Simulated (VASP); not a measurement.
**OsSe: single point with r2SCAN**

Crystal: OsSe.

```xyz
2
Lattice="0.0000 2.7164 2.7164 2.7164 0.0000 2.7164 2.7164 2.7164 0.0000" Properties=species:S:1:pos:R:3 pbc="T T T"
Os    0.0000    0.0000    0.0000
Se    1.3582    1.3582    1.3582
```

This cell differs from its parent crystal: volume scaled by 0.980.

- Program: VASP 6.6.1
- Task: single point
- Functional: r2SCAN
- Potentials or basis: VASP PAW PBE potentials, release 64 (Os, Se)
- Cutoff: 520 eV
- k mesh: 10 × 10 × 10
- Occupations: gaussian, width 0.05 eV
- Spin: collinear spin, ferromagnetic start
- Starting moments: [0.11, 0.0] μB

```
Pressure                                              : 4.0 GPa
Net moment                                            : 0.12 μB per cell
Site moments                                          : Os +0.12; Se -0.00 μB
Valence electrons inside the program's atomic spheres : Os 7.43; Se 4.01
```

Levels at points of the mesh, in eV from the Fermi level:
Spin up:
```csv
k point,band 5,band 6,band 7,band 8,band 9,band 10
"(0.00, 0.00, 0.00)",-2.26,-2.26,1.27,4.21,4.21,4.21
"(0.50, 0.00, 0.00)",-1.88,-1.88,-1.62,1.63,1.63,3.60
"(0.50, 0.50, 0.00)",-2.79,-1.82,-1.43,-0.53,-0.53,6.27
```
Spin down:
| k point | band 4 | band 5 | band 6 | band 7 | band 8 | band 9 | band 10 | band 11 |
| --- | --- | --- | --- | --- | --- | --- | --- | --- |
| (0.00, 0.00, 0.00) | -6.47 | -2.23 | -2.23 | 1.31 | 4.30 | 4.30 | 4.30 | 7.51 |
| (0.50, 0.00, 0.00) | -6.03 | -1.83 | -1.83 | -1.50 | 1.72 | 1.72 | 3.64 | 9.32 |
| (0.50, 0.50, 0.00) | -5.10 | -2.69 | -1.79 | -1.39 | -0.41 | -0.41 | 6.33 | 7.05 |

Run time: 110 s on 1 thread of Intel(R) Xeon(R) 6975P-C (Granite Rapids), on a shared host, peak memory 0.23 GiB.

Caveat: the PAW data sets were made with another functional, which shifts forces and pressure a little; spin-orbit coupling is left out, which moves the levels of the heavy elements.
